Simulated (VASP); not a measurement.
Write the native input for VASP 6.6.1 that does the following.

* Task: single point
* Functional: PBE
* Potentials or basis: VASP PAW PBE potentials, release 64 (Ag, O)
* Cutoff: 520 eV
* k mesh: 8 × 6 × 10
* Occupations: gaussian, width 0.1 eV
* Spin: no spin polarisation
* Dipole correction: no
* Further INCAR settings: ALGO = Normal; EDIFF = 1e-06; NBANDS = 32

The structure of AgO2 lies in POSCAR:

```
AgO2
1.0
    4.1201086275      0.0000000000      0.0000000000
    0.0000000000      5.1952746235      0.0000000000
    0.0000000000      0.0000000000      3.4723448163
Ag O
2 4
Direct
    0.0000000000      0.0000000000      0.0000000000
    0.5000000000      0.5000000000      0.5000000000
    0.8644729763      0.5800037652      0.0000000000
    0.1355270237      0.4199962348      0.0000000000
    0.3644729763      0.9199962348      0.5000000000
    0.6355270237      0.0800037652      0.5000000000
```

These files were run (other wordings do the same):

INCAR

```
PREC = Accurate ; ENCUT = 520
EDIFF = 1E-6 ; ISMEAR = 0
SIGMA = 0.1 ; LREAL = False
LASPH = True ; NELM = 60
ALGO = Normal ; ISIF = 2
LWAVE = False ; LCHARG = False
GGA = PE ; NBANDS = 32
```

KPOINTS

```
Automatic mesh
0
Gamma
  8 6 10
```

Potentials or basis: VASP PAW PBE potentials, release 64 (Ag, O).

Launch:

```console
$ cat potpaw_PBE.64/Ag/POTCAR potpaw_PBE.64/O/POTCAR > POTCAR
$ mpirun -np 1 vasp_std > vasp.out
```

Results of the run:

```
Pressure               : 5.8 GPa
Largest force          : 0.282 eV/Å
Band gap on the k mesh : zero (bands 23 and 24 overlap by 2.28 eV)
```

Caveat: the cell stands under pressure.

Run time: 3.5 min on 1 thread of Oxide Virtual Turin-like Processor, on a shared host, peak memory 0.31 GiB.
